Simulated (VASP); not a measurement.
A run of VASP 6.6.1 is set up as follows.

The input INCAR:

```
SYSTEM = Tm3C2
  ALGO = Normal
  EDIFF = 1E-7
  EDIFFG = -0.04
  ENCUT = 600
  GGA = PE
  GGA_COMPAT = .False.
  IBRION = 2
  ISIF = 3
  ISMEAR = 0
  LASPH = .True.
  LCHARG = .False.
  LMAXMIX = 6
  LREAL = .False.
  LWAVE = .False.
  NELM = 200
  NELMIN = 4
  NSW = 90
  PREC = Accurate
  SIGMA = 0.1
```

File KPOINTS:

```
k-points
0
Gamma
  6 6 4
  0 0 0
```

POSCAR

```
Tm3C2
1.0
    5.0223112500      0.0000000000      0.0000000000
   -2.5111556300      4.3494491300      0.0000000000
    0.0000000000      0.0000000000      5.2778245100
Tm C
3 2
Direct
    0.5000000000      0.0000000000      0.5000000000
    0.0000000000      0.5000000000      0.5000000000
    0.5000000000      0.5000000000      0.5000000000
    0.0000000000      0.0000000000      0.8554753400
    0.0000000000      0.0000000000      0.1445246600
```

Potentials or basis: VASP PAW PBE potentials, release 64 (Tm_3, C), 4f in core.

Command:

```sh
$ cat potpaw_PBE.64/Tm_3/POTCAR potpaw_PBE.64/C/POTCAR > POTCAR
$ mpirun -np 1 vasp_std > vasp.out
```

(1) Predict the space group after relaxing (to 0.1 Å).

(2) Estimate the relaxed volume.

(3) Estimate the relaxed cell.

(4) Estimate the band gap on the k mesh.

## Answers

(1) P6/mmm (No. 191).

(2) 21.86 Å³/atom.

(3) a = 5.831 Å, b = 5.831 Å, c = 3.711 Å, α = 90.00°, β = 90.00°, γ = 120.00°.

(4) zero (an odd number of electrons rules out a gap without spin polarisation).

Caveat: a cell axis changed by over 15 % at a fixed basis, so the end point is rough; spin-orbit coupling is left out, which moves the levels of the heavy elements; the 4f electrons are frozen in the core, so they carry no moment and show no levels.
